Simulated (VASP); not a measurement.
# Ti (P6_3/mmc) in VASP: further runs

Ti is run at these levels: LDA; tasks: single point.

Everything below comes from runs of VASP 6.6.1. Logs are shortened: lines on timing, memory, paths and dates and some standing lists are left out, and cuts for length are marked.

### 1 The cell of the first run

The structure is hexagonal, space group P6_3/mmc (No. 194). The conventional cell has a = 2.637 Å, b = 2.637 Å, c = 4.281 Å, α = 90.00°, β = 90.00°, γ = 120.00°. Ti (site symmetry -6m2) has 12 Ti at 2.63 to 2.64 Å within 3.5 Å.

### 2 Single point, LDA

File INCAR:

```
SYSTEM = Ti
ALGO = Normal
EDIFF = 1E-7
ENCUT = 520
ISIF = 2
ISMEAR = -1
LASPH = .TRUE.
LCHARG = .FALSE.
LREAL = .FALSE.
LWAVE = .FALSE.
NBANDS = 19
NELM = 60
PREC = Accurate
SIGMA = 0.05
```

File KPOINTS:

```
k-points
0
G
  15 15 8
  0 0 0
```

File POSCAR:

```
Ti
1.0
    2.6367443243      0.0000000000      0.0000000000
   -1.3183721621      2.2834875681      0.0000000000
    0.0000000000      0.0000000000      4.2805482850
Ti
2
Direct
    0.3333333333      0.6666666667      0.2500000000
    0.6666666667      0.3333333333      0.7500000000
```

Potentials or basis: VASP PAW LDA potentials, release 64 (Ti_sv).

On the command line:

```
$ cat potpaw_LDA.64/Ti_sv/POTCAR > POTCAR
$ mpirun -np 1 vasp_std > vasp.out
```

OUTCAR:

```text
SYSTEM = Ti
   EDIFF = 1E-7
   ENCUT = 520
   ISIF = 2
   ISMEAR = -1
   LASPH = .TRUE.
   LREAL = .FALSE.
   NELM = 60
   PREC = Accurate

 ion  position               nearest neighbor table
   1  0.333  0.667  0.250-   2 2.63   2 2.63   2 2.63   2 2.63   2 2.63   2 2.63
   2  0.667  0.333  0.750-   1 2.63   1 2.63   1 2.63   1 2.63   1 2.63   1 2.63

  LATTYP: Found a hexagonal cell.
 ALAT       =     2.6367443243
 C/A-ratio  =     1.6234218258

  Lattice vectors:

 A1 = (   2.6367443243,   0.0000000000,   0.0000000000)
 A2 = (  -1.3183721621,   2.2834875681,   0.0000000000)
 A3 = (   0.0000000000,   0.0000000000,   4.2805482850)

Analysis of symmetry for initial positions (statically):
=====================================================================
 Subroutine PRICEL returns:
 Original cell was already a primitive cell.

 Routine SETGRP: Setting up the symmetry group for a
 hexagonal supercell.

 Subroutine GETGRP returns: Found 24 space group operations
 (whereof 12 operations were pure point group operations)
 out of a pool of 24 trial point group operations.

The static configuration has the point symmetry D_3d.
 The point group associated with its full space group is D_6h.

Analysis of symmetry for dynamics (positions and initial velocities):
=====================================================================
 Subroutine PRICEL returns:
 Original cell was already a primitive cell.

 Routine SETGRP: Setting up the symmetry group for a
 hexagonal supercell.

 Subroutine GETGRP returns: Found 24 space group operations
 (whereof 12 operations were pure point group operations)
 out of a pool of 24 trial point group operations.

The dynamic configuration has the point symmetry D_3d.
 The point group associated with its full space group is D_6h.

 Subroutine INISYM returns: Found 24 space group operations
 (whereof 12 operations are pure point group operations),
 and found     1 'primitive' translations

----------------------------------------------------------------------------------------

                                     Primitive cell

  volume of cell :      25.7731

  direct lattice vectors                    reciprocal lattice vectors
     2.636744324  0.000000000  0.000000000     0.379255581  0.218963312  0.000000000
    -1.318372162  2.283487568  0.000000000     0.000000000  0.437926623  0.000000000
     0.000000000  0.000000000  4.280548285     0.000000000  0.000000000  0.233614933

  length of vectors
     2.636744324  2.636744324  4.280548285     0.437926623  0.437926623  0.233614933

  position of ions in fractional coordinates (direct lattice)
     0.333333333  0.666666667  0.250000000
     0.666666667  0.333333333  0.750000000

  ion indices of the primitive-cell ions
   primitive index   ion index
                 1           1
                 2           2

----------------------------------------------------------------------------------------

 KPOINTS: k-points

Automatic generation of k-mesh.
 Grid dimensions read from file:
 generate k-points for:   15   15    8

 Generating k-lattice:

  Cartesian coordinates                     Fractional coordinates (reciprocal lattice)
     0.025283705  0.014597554  0.000000000     0.066666667 -0.000000000  0.000000000
     0.000000000  0.029195108  0.000000000     0.000000000  0.066666667  0.000000000
     0.000000000  0.000000000  0.029201867     0.000000000  0.000000000  0.125000000

  Length of vectors
     0.029195108  0.029195108  0.029201867

  Shift w.r.t. Gamma in fractional coordinates (k-lattice)
     0.000000000  0.000000000  0.000000000

 Subroutine IBZKPT returns following result:
 ===========================================

 Found    135 irreducible k-points:

 Following reciprocal coordinates:
            Coordinates               Weight
  0.000000  0.000000  0.000000      1.000000
  0.066667 -0.000000  0.000000      6.000000
  0.133333  0.000000  0.000000      6.000000
  0.200000 -0.000000  0.000000      6.000000
  0.266667  0.000000  0.000000      6.000000
  0.333333 -0.000000  0.000000      6.000000
[... 16 lines left out ...]
  0.333333  0.200000  0.000000     12.000000
  0.400000  0.200000  0.000000      6.000000
 [... further k-points ...]
   k-points           NKPTS =    135   k-points in BZ     NKDIM =    135   number of bands    NBANDS=     19
   number of dos      NEDOS =    301   number of ions     NIONS =      2
   total plane-waves  NPLWV =  12800
   dimension x,y,z NGX =    20 NGY =   20 NGZ =   32
   dimension x,y,z NGXF=    40 NGYF=   40 NGZF=   64
   ions per type =               2
   NGX,Y,Z   is equivalent  to a cutoff of  12.61, 12.61, 12.43 a.u.
   NGXF,Y,Z  is equivalent  to a cutoff of  25.22, 25.22, 24.86 a.u.
 SYSTEM =  Ti
   PREC   = accura    normal or accurate (medium, high low for compatibility)
   ISTART =      0    job   : 0-new  1-cont  2-samecut
   ICHARG =      2    charge: 1-file 2-atom 10-const
   ISPIN  =      1    spin polarized calculation?
   LNONCOLLINEAR =      F non collinear calculations
   LSORBIT =      F    spin-orbit coupling
   LASPH  =      T    aspherical Exc in radial PAW
   ENCUT  =  520.0 eV  38.22 Ry    6.18 a.u.   4.90  4.90  7.96*2*pi/ulx,y,z
   NELM   =     60;   NELMIN=  2; NELMDL= -5     # of ELM steps
   EDIFF  = 0.1E-06   stopping-criterion for ELM
   LREAL  =      F    real-space projection
   EDIFFG = 0.1E-05   stopping-criterion for IOM
   NSW    =      0    number of steps for IOM
   IBRION =     -1    ionic relax: 0-MD 1-quasi-New 2-CG
   NFREE  =      0    steps in history (QN), initial steepest desc. (CG)
   ISIF   =      2    stress and relaxation
   ISYM   =      2    0-nonsym 1-usesym 2-fastsym
   POTIM  = 0.5000    time-step for ionic-motion
   TEBEG  =    0.0;   TEEND  =   0.0 temperature during run
   PSTRESS=    0.0 pullay stress
   NELECT =      24.0000    total number of electrons
   NUPDOWN=      -1.0000    fix difference up-down
   EMIN   =  10.00;   EMAX   =-10.00  energy-range for DOS
   EFERMI =   0.00;   METHOD = LEGACY
   ISMEAR =    -1;   SIGMA  =   0.05  broadening in eV -4-tet -1-fermi 0-gaus
   EFERMI_NEDOS =   21; number of points for ismear=-14 and -15
   IALGO  =     38    algorithm
   IMIX   =      4    mixing-type and parameters
     AMIX     =   0.40;   BMIX     =  1.00
     AMIX_MAG =   1.60;   BMIX_MAG =  1.00
  volume/ion in A,a.u.               =      12.89        86.96
  Fermi-wavevector in a.u.,A,eV,Ry     =   1.598662  3.021032 34.772669  2.555719
  Thomas-Fermi vector in A             =   2.696076
   LORBIT       =      0    0 simple, 1 ext, 2 COOP (PROOUT), +10 PAW based schemes
   GGA     = CA    functional components
   LHFCALC =     F    Hartree Fock is set to
   AEXX    =    0.0000 exact exchange contribution
   IVDW    =     0    specifies the selected vdW correction
   LEPSILON=     F    determine dielectric tensor
   LRPA    =     F    only Hartree local field effects (RPA)
 non-spin polarized calculation
  energy-cutoff  :      520.00
  volume of cell :       25.77
 maximum number of plane-waves:       711
 NGX is ok and might be reduce to    20
   NGX =  9   NGY =  9   NGZ = 15

 number of electron      23.9999996 magnetization

 Free energy of the ion-electron system (eV)
  ---------------------------------------------------
  ext. energy  EPLUGINS =         0.00000000
  ---------------------------------------------------
  free energy    TOTEN  =       -16.42441548 eV

  energy without entropy =      -16.40885295  energy(sigma->0) =      -16.41663421

 E-fermi :  11.6580     XC(G=0): -13.2880

 val. band max:       11.6414386041   @ k =   0.0667   0.0667   0.3750
 cond. band min:      11.6585772384   @ k =   0.2667   0.2667   0.5000
 fundamental gap:      0.0171386343
 Fermi energy:        11.6580189009

 k-point     1 :       0.0000    0.0000    0.0000
  band No.  band energies     occupation
      1     -44.1805      2.00000
      2     -43.7626      2.00000
      3     -21.5774      2.00000
      4     -20.0018      2.00000
      5     -20.0018      2.00000
      6     -19.8351      2.00000
[... 11 lines left out ...]
     18      13.9417      0.00000
     19      16.0689      0.00000

 k-point     2 :       0.0667   -0.0000    0.0000
  band No.  band energies     occupation
      1     -44.1655      2.00000
      2     -43.7554      2.00000
      3     -21.5523      2.00000
      4     -20.0603      2.00000
      5     -20.0201      2.00000
      6     -19.8485      2.00000
[... 11 lines left out ...]
     18      13.8316      0.00000
     19      16.1288      0.00000

 k-point     3 :       0.1333    0.0000    0.0000
  band No.  band energies     occupation
      1     -44.1224      2.00000
      2     -43.7354      2.00000
      3     -21.4791      2.00000
      4     -20.2258      2.00000
      5     -20.0702      2.00000
      6     -20.0141      2.00000
[... 11 lines left out ...]
     18      13.7025      0.00000
     19      16.2652      0.00000

 k-point     4 :       0.2000   -0.0000    0.0000
  band No.  band energies     occupation
      1     -44.0568      2.00000
      2     -43.7072      2.00000
      3     -21.3645      2.00000
      4     -20.4696      2.00000
      5     -20.2489      2.00000
      6     -20.1408      2.00000
[... 11 lines left out ...]
     18      14.2543      0.00000
     19      16.4092      0.00000

 k-point     5 :       0.2667    0.0000    0.0000
  band No.  band energies     occupation
      1     -43.9777      2.00000
      2     -43.6776      2.00000
      3     -21.2193      2.00000
      4     -20.7487      2.00000
      5     -20.5068      2.00000
      6     -20.2184      2.00000
[... 11 lines left out ...]
     18      14.9420      0.00000
     19      16.5238      0.00000
[... 334 lines left out ...]
      2     -43.6488      2.00000
      3     -21.0184      2.00000
      4     -20.8795      2.00000
      5     -20.8284      2.00000
      6     -20.3349      2.00000
[... 11 lines left out ...]
     18      16.3446      0.00000
     19      16.5869      0.00000

 k-point    22 :       0.2667    0.2000    0.0000
  band No.  band energies     occupation
      1     -43.8077      2.00000
      2     -43.6389      2.00000
      3     -21.0457      2.00000
      4     -20.8950      2.00000
      5     -20.8683      2.00000
      6     -20.4645      2.00000
[... 11 lines left out ...]
     18      16.3025      0.00000
     19      17.5661      0.00000

 k-point    23 :       0.3333    0.2000    0.0000
  band No.  band energies     occupation
      1     -43.7529      2.00000
      2     -43.6404      2.00000
      3     -21.1593      2.00000
      4     -20.9097      2.00000
      5     -20.7326      2.00000
      6     -20.5842      2.00000
[... 11 lines left out ...]
     18      16.4470      0.00000
     19      18.5003      0.00000

 k-point    24 :       0.4000    0.2000    0.0000
  band No.  band energies     occupation
      1     -43.7291      2.00000
      2     -43.6452      2.00000
      3     -21.1990      2.00000
      4     -20.9048      2.00000
      5     -20.6668      2.00000
      6     -20.6374      2.00000
[... 11 lines left out ...]
     18      16.3362      0.00000
     19      19.0837      0.00000

 [... further k-points ...]

------------------------ aborting loop because EDIFF is reached ----------------------------------------

  FORCE on cell =-STRESS in cart. coord.  units (eV):
  Direction    XX          YY          ZZ          XY          YZ          ZX
  --------------------------------------------------------------------------------------
  -------------------------------------------------------------------------------------
  Total        6.3787908      6.3787908      6.4084119      0.0000000     -0.0000000     -0.0000000
  in kB      396.5362289    396.5362288    398.3776178      0.0000000     -0.0000000     -0.0000000
  external PRESSURE =     397.1500252 kB  Pullay stress =       0.0000000 kB

 VOLUME and BASIS-vectors are now :
 -----------------------------------------------------------------------------
  energy-cutoff  :      520.00
  volume of cell :       25.77
      direct lattice vectors                 reciprocal lattice vectors
     2.636744324  0.000000000  0.000000000     0.379255581  0.218963312  0.000000000
    -1.318372162  2.283487568  0.000000000     0.000000000  0.437926623  0.000000000
     0.000000000  0.000000000  4.280548285     0.000000000  0.000000000  0.233614933

 POSITION                                       TOTAL-FORCE (eV/Angst)
 -----------------------------------------------------------------------------------
     -0.00000      1.52233      1.07014         0.000000      0.000000      0.000000
      1.31837      0.76116      3.21041        -0.000000      0.000000      0.000000
 -----------------------------------------------------------------------------------
    total drift:                                0.000000     -0.000000      0.000000

  FREE ENERGIE OF THE ION-ELECTRON SYSTEM (eV)
  ---------------------------------------------------
  free  energy   TOTEN  =       -16.4244154770 eV

  energy  without entropy=      -16.4088529495  energy(sigma->0) =      -16.41663421
```

Run time: 62 s. Hardware: 1 thread of Intel Xeon 8259CL, shared host; peak memory 0.16 GiB.

What came out:

| Item | Value |
| --- | --- |
| Free energy | -16.4244 eV |
| Pressure | 39.7 GPa |
| Band gap on the k mesh | zero (bands 12 and 13 overlap by 1.40 eV) |

Levels at points of the mesh, in eV from the Fermi level:
| k point | band 8 | band 9 | band 10 | band 11 | band 12 | band 13 | band 14 | band 15 | band 16 | band 17 |
| --- | --- | --- | --- | --- | --- | --- | --- | --- | --- | --- |
| (0.00, 0.00, 0.00) | -31.45 | -6.62 | -3.49 | 0.82 | 0.87 | 0.87 | 1.57 | 1.57 | 1.84 | 2.28 |
| (0.00, 0.00, 0.50) | -31.55 | -4.42 | -4.42 | -0.04 | -0.04 | 0.79 | 0.79 | 0.79 | 0.79 | 3.90 |

Caveat: the cell stands under pressure.

### 3 Single point, LDA (12.89 Å³/atom)

File INCAR:

```
PREC     = Accurate       # precision mode
ENCUT    = 520            # plane-wave cutoff, eV
EDIFF    = 1E-6           # SCF threshold, eV
ISMEAR   = -1             # smearing method
SIGMA    = 0.05           # smearing width, eV
LREAL    = False          # projectors in reciprocal space
LASPH    = True           # aspherical terms in the spheres
NELM     = 60             # most SCF steps
ALGO     = Normal         # electronic algorithm
ISIF     = 2              # what is computed and relaxed
LWAVE    = False          # write WAVECAR
LCHARG   = False          # write CHGCAR
NBANDS   = 19             # bands
```

File KPOINTS:

```
regular mesh
0
Gamma
  15 15 8
```

File POSCAR:

```
Ti
1.0
    2.6367443243      0.0000000000      0.0000000000
   -1.3183721622      2.2834875681      0.0000000000
    0.0000000000      0.0000000000      4.2805482850
Ti
2
Direct
    0.3333333333      0.6666666667      0.2500000000
    0.6666666667      0.3333333333      0.7500000000
```

Potentials or basis: VASP PAW LDA potentials, release 64 (Ti_sv).

On the command line:

```
$ cat potpaw_LDA.64/Ti_sv/POTCAR > POTCAR
$ mpirun -np 1 vasp_std > vasp.out
```

Wall time 52 s (1 thread of Intel Xeon 8259CL, shared host); peak memory 0.16 GiB.

The run converged. Its results:

* Free energy: -16.4244 eV
* Pressure: 39.7 GPa
* Band gap on the k mesh: zero (bands 12 and 13 overlap by 1.40 eV)

Stress tensor (GPa, compression positive):
```
39.63  0.00  0.00
 0.00 39.63  0.00
 0.00  0.00 39.82
```

Levels at points of the mesh, in eV from the Fermi level:
```tsv
k point	band 8	band 9	band 10	band 11	band 12	band 13	band 14	band 15	band 16	band 17
(0.00, 0.00, 0.00)	-31.45	-6.62	-3.49	0.82	0.87	0.87	1.57	1.57	1.84	2.28
(0.00, 0.00, 0.50)	-31.55	-4.42	-4.42	-0.04	-0.04	0.79	0.79	0.79	0.79	3.90
```

Caveat: the cell stands under pressure.

(Part 1 of 2 ends here.)
